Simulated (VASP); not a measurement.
# Si (P6_3/mmc) in VASP: notebook

The runs below take Si through single point, with LDA.

All numbers are computed with VASP 6.6.1; they aren't measurements. Logs are shortened: lines on timing, memory, paths and dates and some standing lists are left out, and cuts for length are marked.

**1. The cell of the first run**

It takes space group P6_3/mmc (No. 194, hexagonal). Conventional cell: a = 3.578 Å, b = 3.578 Å, c = 7.101 Å, α = 90.00°, β = 90.00°, γ = 120.00°. Si (site symmetry 3m) has 4 Si at 2.31 to 2.52 Å within 3.1 Å.

This isn't the form of Si at room conditions, which is diamond.

**2. Single point, LDA**

INCAR

```
PREC = Accurate ; ENCUT = 520
EDIFF = 1E-6 ; ISMEAR = 0
SIGMA = 0.03 ; LREAL = F
LASPH = T ; NELM = 100
ALGO = Normal ; ISIF = 2
LWAVE = F ; LCHARG = T
GGA = CA ; LELF = T
LVHAR = T ; NBANDS = 16
```

KPOINTS

```
regular mesh
0
Gamma
  12 12 6
```

POSCAR

```
Si
1.0
    3.5775365161      0.0000000000      0.0000000000
   -1.7887682581      3.0982375059      0.0000000000
    0.0000000000      0.0000000000      7.1014099845
Si
4
Direct
    0.3333333333      0.6666666667      0.0725769780
    0.6666666667      0.3333333333      0.5725769780
    0.3333333333      0.6666666667      0.4274230220
    0.6666666667      0.3333333333      0.9274230220
```

Potentials or basis: VASP PAW LDA potentials, release 64 (Si).

Command:

```
cat potpaw_LDA.64/Si/POTCAR > POTCAR
mpirun -np 1 vasp_std > vasp.out
```

OUTCAR:

```text
PREC = Accurate
   ENCUT = 520
   EDIFF = 1E-6
   ISMEAR = 0
   LREAL = F
   LASPH = T
   NELM = 100
   ISIF = 2
   GGA = CA

 ion  position               nearest neighbor table
   1  0.333  0.667  0.073-   4 2.31   4 2.31   4 2.31   3 2.52
   2  0.667  0.333  0.573-   3 2.31   3 2.31   3 2.31   4 2.52
   3  0.333  0.667  0.427-   2 2.31   2 2.31   2 2.31   1 2.52
   4  0.667  0.333  0.927-   1 2.31   1 2.31   1 2.31   2 2.52

  LATTYP: Found a hexagonal cell.
 ALAT       =     3.5775365161
 C/A-ratio  =     1.9850000000

  Lattice vectors:

 A1 = (   3.5775365161,   0.0000000000,   0.0000000000)
 A2 = (  -1.7887682581,   3.0982375059,   0.0000000000)
 A3 = (   0.0000000000,   0.0000000000,   7.1014099845)

Analysis of symmetry for initial positions (statically):
=====================================================================
 Subroutine PRICEL returns:
 Original cell was already a primitive cell.

 Routine SETGRP: Setting up the symmetry group for a
 hexagonal supercell.

 Subroutine GETGRP returns: Found 24 space group operations
 (whereof 12 operations were pure point group operations)
 out of a pool of 24 trial point group operations.

The static configuration has the point symmetry D_3d.
 The point group associated with its full space group is D_6h.

Analysis of symmetry for dynamics (positions and initial velocities):
=====================================================================
 Subroutine PRICEL returns:
 Original cell was already a primitive cell.

 Routine SETGRP: Setting up the symmetry group for a
 hexagonal supercell.

 Subroutine GETGRP returns: Found 24 space group operations
 (whereof 12 operations were pure point group operations)
 out of a pool of 24 trial point group operations.

The dynamic configuration has the point symmetry D_3d.
 The point group associated with its full space group is D_6h.

 Subroutine INISYM returns: Found 24 space group operations
 (whereof 12 operations are pure point group operations),
 and found     1 'primitive' translations

----------------------------------------------------------------------------------------

                                     Primitive cell

  volume of cell :      78.7124

  direct lattice vectors                    reciprocal lattice vectors
[... 91 lines left out ...]
   EDIFF  = 0.1E-05   stopping-criterion for ELM
   LREAL  =      F    real-space projection
   EDIFFG = 0.1E-04   stopping-criterion for IOM
   NSW    =      0    number of steps for IOM
   IBRION =     -1    ionic relax: 0-MD 1-quasi-New 2-CG
   NFREE  =      0    steps in history (QN), initial steepest desc. (CG)
   ISIF   =      2    stress and relaxation
   ISYM   =      2    0-nonsym 1-usesym 2-fastsym
   POTIM  = 0.5000    time-step for ionic-motion
   TEBEG  =    0.0;   TEEND  =   0.0 temperature during run
   PSTRESS=    0.0 pullay stress
   NELECT =      16.0000    total number of electrons
   NUPDOWN=      -1.0000    fix difference up-down
   EMIN   =  10.00;   EMAX   =-10.00  energy-range for DOS
   EFERMI =   0.00;   METHOD = LEGACY
   ISMEAR =     0;   SIGMA  =   0.03  broadening in eV -4-tet -1-fermi 0-gaus
   EFERMI_NEDOS =   21; number of points for ismear=-14 and -15
   IALGO  =     38    algorithm
   IMIX   =      4    mixing-type and parameters
     AMIX     =   0.40;   BMIX     =  1.00
     AMIX_MAG =   1.60;   BMIX_MAG =  1.00
  volume/ion in A,a.u.               =      19.68       132.79
  Fermi-wavevector in a.u.,A,eV,Ry     =   0.962573  1.818999 12.606436  0.926547
  Thomas-Fermi vector in A             =   2.092044
   LORBIT       =      0    0 simple, 1 ext, 2 COOP (PROOUT), +10 PAW based schemes
   GGA     = CA    functional components
   LHFCALC =     F    Hartree Fock is set to
   AEXX    =    0.0000 exact exchange contribution
   IVDW    =     0    specifies the selected vdW correction
   LEPSILON=     F    determine dielectric tensor
   LRPA    =     F    only Hartree local field effects (RPA)
 non-spin polarized calculation
 Gauss-broadening in eV      SIGMA  =   0.03
  energy-cutoff  :      520.00
  volume of cell :       78.71
 maximum number of plane-waves:      2163
 NGX is ok and might be reduce to    28

 number of electron      15.9999999 magnetization

 Free energy of the ion-electron system (eV)
  ---------------------------------------------------
  ext. energy  EPLUGINS =         0.00000000
  ---------------------------------------------------
  free energy    TOTEN  =       -22.90018722 eV

  energy without entropy =      -22.89959862  energy(sigma->0) =      -22.89989292

 E-fermi :   6.2402     XC(G=0):  -9.6983

 val. band max:        6.2127460537   @ k =   0.1667  -0.0000   0.0000
 cond. band min:       6.2477342987   @ k =   0.4167   0.0833   0.3333
 fundamental gap:      0.0349882449
 Fermi energy:         6.2401694470

 k-point     1 :       0.0000    0.0000    0.0000
  band No.  band energies     occupation
      1      -6.1320      2.00000
      2      -4.6174      2.00000
      3      -1.4165      2.00000
      4       4.5971      2.00000
      5       5.7799      2.00000
      6       5.9545      2.00000
[... 433 lines left out ...]
      3      -0.5431      2.00000
      4       1.4437      2.00000
      5       1.5464      2.00000
      6       3.9388      2.00000
[... 8 lines left out ...]
     15      12.8708      0.00000
     16      13.7791      0.00000

 [... further k-points ...]

------------------------ aborting loop because EDIFF is reached ----------------------------------------

  FORCE on cell =-STRESS in cart. coord.  units (eV):
  Direction    XX          YY          ZZ          XY          YZ          ZX
  --------------------------------------------------------------------------------------
  -------------------------------------------------------------------------------------
  Total        4.3209591      4.3209591     -8.8330816     -0.0000000      0.0000000      0.0000000
  in kB       87.9523339     87.9523339   -179.7957642     -0.0000000      0.0000000      0.0000000
  external PRESSURE =      -1.2970321 kB  Pullay stress =       0.0000000 kB

 VOLUME and BASIS-vectors are now :
 -----------------------------------------------------------------------------
  energy-cutoff  :      520.00
  volume of cell :       78.71
      direct lattice vectors                 reciprocal lattice vectors
     3.577536516  0.000000000  0.000000000     0.279521955  0.161382076  0.000000000
    -1.788768258  3.098237506  0.000000000     0.000000000  0.322764152  0.000000000
     0.000000000  0.000000000  7.101409985     0.000000000  0.000000000  0.140817106

 POSITION                                       TOTAL-FORCE (eV/Angst)
 -----------------------------------------------------------------------------------
     -0.00000      2.06549      0.51540         0.000000      0.000000     -0.124794
      1.78877      1.03275      4.06610        -0.000000     -0.000000     -0.124794
     -0.00000      2.06549      3.03531         0.000000      0.000000      0.124794
      1.78877      1.03275      6.58601        -0.000000     -0.000000      0.124794
 -----------------------------------------------------------------------------------
    total drift:                               -0.000000      0.000000     -0.000000

  FREE ENERGIE OF THE ION-ELECTRON SYSTEM (eV)
  ---------------------------------------------------
  free  energy   TOTEN  =       -22.9001872168 eV

  energy  without entropy=      -22.8995986177  energy(sigma->0) =      -22.89989292
```

OSZICAR:

```text
N       E                     dE             d eps       ncg     rms          rms(c)
DAV:   1     0.244688688830E+02    0.24469E+02   -0.60038E+03  2432   0.822E+02
DAV:   2    -0.217965334908E+02   -0.46265E+02   -0.42204E+02  3320   0.121E+02
DAV:   3    -0.236432215163E+02   -0.18467E+01   -0.18328E+01  3320   0.229E+01
DAV:   4    -0.236656224818E+02   -0.22401E-01   -0.22395E-01  3032   0.324E+00
DAV:   5    -0.236660469418E+02   -0.42446E-03   -0.42443E-03  3352   0.415E-01    0.726E+00
DAV:   6    -0.230808826003E+02    0.58516E+00   -0.37163E-01  3040   0.309E+00    0.416E+00
DAV:   7    -0.229034126614E+02    0.17747E+00   -0.49749E-01  3112   0.346E+00    0.649E-01
DAV:   8    -0.229015738643E+02    0.18388E-02   -0.80467E-02  2792   0.162E+00    0.405E-01
DAV:   9    -0.229006816579E+02    0.89221E-03   -0.68712E-03  3000   0.511E-01    0.159E-01
DAV:  10    -0.229001862482E+02    0.49541E-03   -0.11456E-03  3032   0.210E-01    0.491E-02
DAV:  11    -0.229001999201E+02   -0.13672E-04   -0.22539E-04  3480   0.744E-02    0.387E-02
DAV:  12    -0.229002008334E+02   -0.91327E-06   -0.17769E-05  2920   0.227E-02    0.496E-02
DAV:  13    -0.229001909989E+02    0.98345E-05   -0.59325E-06  2976   0.129E-02    0.278E-02
DAV:  14    -0.229001871702E+02    0.38287E-05   -0.11093E-05  3096   0.168E-02    0.157E-02
DAV:  15    -0.229001872168E+02   -0.46544E-07   -0.15818E-06  2160   0.691E-03
   1 F= -.22900187E+02 E0= -.22899893E+02  d E =-.588599E-03
```

Wall time 2.4 min (1 thread of Intel Xeon 8259CL, shared host); peak memory 0.2 GiB.

Results:

```yaml
Free_energy: -22.9002 eV
Pressure: -0.1 GPa
Largest_force: 0.125 eV/Å
Band_gap_on_the_k_mesh: zero (bands 8 and 9 overlap by 0.81 eV)
```

Forces in eV/Å, atoms in the order of the input:
```
Si   0.000  0.000 -0.125
Si   0.000  0.000 -0.125
Si   0.000  0.000  0.125
Si   0.000  0.000  0.125
```

Levels at points of the mesh, in eV from the Fermi level:
```tsv
k point	band 4	band 5	band 6	band 7	band 8	band 9	band 10	band 11	band 12	band 13
(0.00, 0.00, 0.00)	-1.64	-0.46	-0.29	-0.29	0.65	0.65	2.97	2.97	3.10	4.52
(0.50, 0.00, 0.00)	-6.45	-4.77	-3.22	-2.22	-1.20	1.18	1.78	2.00	2.65	3.46
(0.00, 0.00, 0.50)	-5.43	0.10	0.10	0.10	0.10	3.12	3.12	3.70	3.70	3.70
(0.50, 0.00, 0.50)	-7.30	-3.18	-3.18	-1.79	-1.79	0.07	0.07	1.83	1.83	5.29
```

**3. Single point, LDA**

This run uses another cell than the first one, of the same volume but with other edges.

INCAR

```
ALGO = Normal ; EDIFF = 1E-6
ENCUT = 520 ; ISIF = 2
ISMEAR = 0 ; LASPH = T
LCHARG = F ; LREAL = F
LWAVE = F ; NBANDS = 16
NELM = 100 ; PREC = Accurate
SIGMA = 0.03
```

KPOINTS

```
k-points
0
Gamma
  12 12 6
```

POSCAR

```
Si
1.0
    3.6181519190      0.0000000000      0.0000000000
   -1.8090759595      3.1334114766      0.0000000000
    0.0000000000      0.0000000000      6.9428717174
Si
4
Direct
    0.3333333333      0.6666666667      0.0868883759
    0.6666666667      0.3333333333      0.5868883759
    0.3333333333      0.6666666667      0.4131116241
    0.6666666667      0.3333333333      0.9131116241
```

Potentials or basis: VASP PAW LDA potentials, release 64 (Si).

Command:

```
cat potpaw_LDA.64/Si/POTCAR > POTCAR
mpirun -np 1 vasp_std > vasp.out
```

Wall time 1.7 min (1 thread of Intel Xeon 8259CL, shared host); peak memory 0.2 GiB.

It converged, with:

```yaml
Free_energy: -22.6207 eV
Pressure: -2.9 GPa
Largest_force: 2.645 eV/Å
Band_gap_on_the_k_mesh: zero (bands 8 and 9 overlap by 1.65 eV)
```

Forces on the atoms (eV/Å):
```
Si   0.000  0.000 -2.645
Si   0.000  0.000 -2.645
Si   0.000  0.000  2.645
Si   0.000  0.000  2.645
```

Stress tensor (GPa, compression positive):
```
  1.29   0.00   0.00
  0.00   1.29   0.00
  0.00   0.00 -11.15
```

Levels at points of the mesh, in eV from the Fermi level:
```
           k point  band 5  band 6  band 7  band 8  band 9  band 10  band 11  band 12
(0.00, 0.00, 0.00)   -0.34   -0.34    0.24    1.12    1.12     2.37     2.37     2.81
(0.50, 0.00, 0.00)   -5.34   -3.92   -2.22   -0.71    0.97     1.14     2.33     2.37
(0.00, 0.00, 0.50)    0.18    0.18    0.18    0.18    3.07     3.07     3.57     3.57
(0.50, 0.00, 0.50)   -3.56   -3.56   -1.65   -1.65   -0.22    -0.22     2.03     2.03
```

Caveat: forces of over 1 eV/Å act on the atoms, so gaps and moduli don't describe the material at rest.

**4. Single point, LDA**

This run uses another cell than the first one, of the same volume but with other edges.

INCAR

```
PREC = Accurate ; ENCUT = 520
EDIFF = 1E-7 ; ISMEAR = 0
SIGMA = 0.03 ; LREAL = False
LASPH = True ; NELM = 100
ALGO = Normal ; ISIF = 2
LWAVE = False ; LCHARG = True
GGA = CA ; LELF = True
LVHAR = True ; NBANDS = 16
```

KPOINTS

```
regular mesh
0
Gamma
  12 12 6
```

POSCAR

```
Si
1.0
    3.8537843876      0.0000000000      0.0000000000
   -1.9268921938      3.3374751803      0.0000000000
    0.0000000000      0.0000000000      6.1198096075
Si
4
Direct
    0.3333333333      0.6666666667      0.0534951140
    0.6666666667      0.3333333333      0.5534951140
    0.3333333333      0.6666666667      0.4465048860
    0.6666666667      0.3333333333      0.9465048860
```

Potentials or basis: VASP PAW LDA potentials, release 64 (Si).

Command:

```
cat potpaw_LDA.64/Si/POTCAR > POTCAR
mpirun -np 1 vasp_std > vasp.out
```

OUTCAR:

```text
PREC = Accurate
   ENCUT = 520
   EDIFF = 1E-7
   ISMEAR = 0
   LREAL = False
   LASPH = True
   NELM = 100
   ISIF = 2
   GGA = CA

 ion  position               nearest neighbor table
   1  0.333  0.667  0.053-   4 2.32   4 2.32   4 2.32   3 2.41
   2  0.667  0.333  0.553-   3 2.32   3 2.32   3 2.32   4 2.41
   3  0.333  0.667  0.447-   2 2.32   2 2.32   2 2.32   1 2.41
   4  0.667  0.333  0.947-   1 2.32   1 2.32   1 2.32   2 2.41

  LATTYP: Found a hexagonal cell.
 ALAT       =     3.8537843876
 C/A-ratio  =     1.5880000000

  Lattice vectors:

 A1 = (   3.8537843876,   0.0000000000,   0.0000000000)
 A2 = (  -1.9268921938,   3.3374751803,   0.0000000000)
 A3 = (   0.0000000000,   0.0000000000,   6.1198096075)

Analysis of symmetry for initial positions (statically):
=====================================================================
 Subroutine PRICEL returns:
 Original cell was already a primitive cell.

 Routine SETGRP: Setting up the symmetry group for a
 hexagonal supercell.

 Subroutine GETGRP returns: Found 24 space group operations
 (whereof 12 operations were pure point group operations)
[... 174 lines left out ...]
 cond. band min:       6.2529679146   @ k =   0.4167   0.0000   0.0000
 fundamental gap:      0.0973829077
 Fermi energy:         6.2477249002

 k-point     1 :       0.0000    0.0000    0.0000
  band No.  band energies     occupation
      1      -6.1538      2.00000
      2      -3.7289      2.00000
      3      -0.7530      2.00000
      4       4.3302      2.00000
      5       4.3302      2.00000
      6       5.9178      2.00000
[... 433 lines left out ...]
      3      -0.8381      2.00000
      4       1.3650      2.00000
      5       1.5520      2.00000
      6       3.1808      2.00000
[... 8 lines left out ...]
     15      12.8873      0.00000
     16      13.1513      0.00000

 [... further k-points ...]

------------------------ aborting loop because EDIFF is reached ----------------------------------------

  FORCE on cell =-STRESS in cart. coord.  units (eV):
  Direction    XX          YY          ZZ          XY          YZ          ZX
  --------------------------------------------------------------------------------------
  -------------------------------------------------------------------------------------
  Total       -0.1913866     -0.1913866      0.4612079      0.0000000     -0.0000000      0.0000000
  in kB       -3.8956390     -3.8956390      9.3878036      0.0000000     -0.0000000      0.0000000
  external PRESSURE =       0.5321752 kB  Pullay stress =       0.0000000 kB

 VOLUME and BASIS-vectors are now :
 -----------------------------------------------------------------------------
  energy-cutoff  :      520.00
  volume of cell :       78.71
      direct lattice vectors                 reciprocal lattice vectors
     3.853784388  0.000000000  0.000000000     0.259485197  0.149813848  0.000000000
    -1.926892194  3.337475180  0.000000000     0.000000000  0.299627696  0.000000000
     0.000000000  0.000000000  6.119809607     0.000000000  0.000000000  0.163403776

 POSITION                                       TOTAL-FORCE (eV/Angst)
 -----------------------------------------------------------------------------------
     -0.00000      2.22498      0.32738         0.000000      0.000000      0.916282
      1.92689      1.11249      3.38728        -0.000000     -0.000000      0.916282
     -0.00000      2.22498      2.73252         0.000000      0.000000     -0.916282
      1.92689      1.11249      5.79243        -0.000000      0.000000     -0.916282
 -----------------------------------------------------------------------------------
    total drift:                               -0.000000      0.000000     -0.000000

  FREE ENERGIE OF THE ION-ELECTRON SYSTEM (eV)
  ---------------------------------------------------
  free  energy   TOTEN  =       -23.6723037762 eV

  energy  without entropy=      -23.6720933882  energy(sigma->0) =      -23.67219858
```

Run time: 2 min. Hardware: 1 thread of Intel Xeon 8259CL, shared host; peak memory 0.2 GiB.

What came out:

* Free energy: -23.6723 eV
* Pressure: 0.1 GPa
* Largest force: 0.916 eV/Å
* Band gap on the k mesh: zero (bands 8 and 9 overlap by 0.38 eV)

Forces on the atoms (eV/Å):
```
Si   0.000  0.000  0.916
Si   0.000  0.000  0.916
Si   0.000  0.000 -0.916
Si   0.000  0.000 -0.916
```

Levels at points of the mesh, in eV from the Fermi level:
| k point | band 6 | band 7 | band 8 | band 9 | band 10 | band 11 |
| --- | --- | --- | --- | --- | --- | --- |
| (0.00, 0.00, 0.00) | -0.33 | -0.33 | 0.29 | 0.33 | 1.78 | 1.78 |
| (0.50, 0.00, 0.00) | -3.41 | -2.89 | -1.70 | -0.09 | 2.16 | 3.27 |
| (0.00, 0.00, 0.50) | -1.29 | -1.29 | -1.29 | 1.22 | 1.22 | 2.71 |
| (0.50, 0.00, 0.50) | -2.74 | -2.14 | -2.14 | 0.75 | 0.75 | 1.54 |

Caveat: semilocal functionals underestimate gaps, so a narrow gap can read as zero.

**5. The runs side by side**

```tsv
cell	gap on the mesh (eV)	pressure (GPa)	largest force (eV/Å)
a = 3.578, b = 3.578, c = 7.101 Å, angles 90.0, 90.0, 120.0°, 4 atoms, atomic positions A	none	-0.1	0.12
a = 3.618, b = 3.618, c = 6.943 Å, angles 90.0, 90.0, 120.0°, 4 atoms, atomic positions B	none	-2.9	2.64
a = 3.854, b = 3.854, c = 6.120 Å, angles 90.0, 90.0, 120.0°, 4 atoms, atomic positions C	none	0.1	0.92
```

Alike in all rows: task single point; level LDA; potentials or basis VASP PAW LDA potentials, release 64 (Si); no spin polarisation; k mesh 12 × 12 × 6; cutoff (eV) 520; smearing gaussian 0.03 eV.

Caveats: forces of over 1 eV/Å act on the atoms, so gaps and moduli don't describe the material at rest (at least some runs); semilocal functionals underestimate gaps, so a narrow gap can read as zero (at least some runs).

Absolute energies hang on the potentials; compare differences alone.
